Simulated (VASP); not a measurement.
Set up this calculation in VASP 6.6.1, as the native input.

```yaml
Task: single point
Functional: PBE
Potentials_or_basis: VASP PAW PBE potentials, release 64 (Na_pv, Y_sv, Sc_sv, C, N)
Cutoff: 520 eV
k_mesh: 6 × 6 × 6
Occupations: gaussian, width 0.1 eV
Spin: no spin polarisation
Dipole_correction: no
Further_INCAR_settings: LREAL = Auto; ALGO = Normal; EDIFF = 1e-06; NBANDS = 59
```

The structure of Na2YScC6N6 lies in POSCAR:

```
Na2YScC6N6
1.0
    0.0000000000      5.8333641641      5.8333641641
    5.8333641641      0.0000000000      5.8333641641
    5.8333641641      5.8333641641      0.0000000000
Na Y Sc C N
2 1 1 6 6
Direct
    0.2500000000      0.2500000000      0.2500000000
    0.7500000000      0.7500000000      0.7500000000
    0.0000000000      0.0000000000      0.0000000000
    0.5000000000      0.5000000000      0.5000000000
    0.7881931729      0.2118068271      0.2118068271
    0.2118068271      0.7881931729      0.2118068271
    0.2118068271      0.2118068271      0.7881931729
    0.2118068271      0.7881931729      0.7881931729
    0.7881931729      0.2118068271      0.7881931729
    0.7881931729      0.7881931729      0.2118068271
    0.6869963476      0.3130036524      0.3130036524
    0.3130036524      0.6869963476      0.3130036524
    0.3130036524      0.3130036524      0.6869963476
    0.3130036524      0.6869963476      0.6869963476
    0.6869963476      0.3130036524      0.6869963476
    0.6869963476      0.6869963476      0.3130036524
```

One way to write it, as run:

INCAR

```
SYSTEM = Na2YScC6N6
PREC = Accurate
ENCUT = 520
EDIFF = 1E-6
ISMEAR = 0
SIGMA = 0.1
LREAL = Auto
LASPH = .TRUE.
NELM = 100
ALGO = Normal
ISIF = 2
LWAVE = .FALSE.
LCHARG = .FALSE.
GGA = PE
NBANDS = 59
```

KPOINTS

```
Automatic mesh
0
G
  6 6 6
  0 0 0
```

Potentials or basis: VASP PAW PBE potentials, release 64 (Na_pv, Y_sv, Sc_sv, C, N).

Launch:

```console
$ cat potpaw_PBE.64/Na_pv/POTCAR potpaw_PBE.64/Y_sv/POTCAR potpaw_PBE.64/Sc_sv/POTCAR potpaw_PBE.64/C/POTCAR potpaw_PBE.64/N/POTCAR > POTCAR
$ mpirun -np 1 vasp_std > vasp.out
```

It gave:

```yaml
Pressure: 0.3 GPa
Largest_force: 0.371 eV/Å
Band_gap_on_the_k_mesh: zero (bands 45 and 46 overlap by 0.54 eV)
```

Wall time 8.5 min on 1 thread of Intel(R) Xeon(R) 6975P-C (Granite Rapids), with other jobs on the host, peak memory 0.74 GiB.
